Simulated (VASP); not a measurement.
## CdO: single point with PBE

CdO:

```
CELL_PARAMETERS angstrom
0.00000 2.29793 2.29793
2.29793 0.00000 2.29793
2.29793 2.29793 0.00000
ATOMIC_POSITIONS crystal
Cd 0.00000 0.00000 0.00000
O 0.50000 0.50000 0.50000
```

| Quantity | Value |
| --- | --- |
| Program | VASP 6.6.1 |
| Task | single point |
| Functional | PBE |
| Potentials or basis | VASP PAW PBE potentials, release 64 (Cd, O) |
| Cutoff | 600 eV |
| k mesh | 16 × 16 × 16 |
| Occupations | gaussian, width 0.1 eV |
| Spin | no spin polarisation |

- Pressure: 19.8 GPa
- Band gap on the k mesh: zero (bands 9 and 10 overlap by 0.30 eV)

Levels at points of the mesh, in eV from the Fermi level:
| k point | band 5 | band 6 | band 7 | band 8 | band 9 | band 10 | band 11 | band 12 | band 13 | band 14 |
| --- | --- | --- | --- | --- | --- | --- | --- | --- | --- | --- |
| (0.00, 0.00, 0.00) | -6.62 | -6.62 | -1.72 | -1.72 | -1.72 | -0.41 | 14.95 | 17.39 | 17.39 | 17.39 |
| (0.50, 0.00, 0.00) | -6.32 | -6.32 | -4.08 | -0.11 | -0.11 | 4.35 | 7.68 | 12.18 | 12.18 | 18.35 |
| (0.50, 0.50, 0.00) | -6.16 | -5.75 | -4.95 | -2.77 | -2.77 | 4.06 | 8.72 | 11.35 | 13.83 | 13.83 |

Wall time 2.5 min on 1 thread of AMD EPYC 7R13 (shared host), peak memory 0.18 GiB.

Caveat: the cell stands under pressure; semilocal functionals underestimate gaps, so a narrow gap can read as zero.
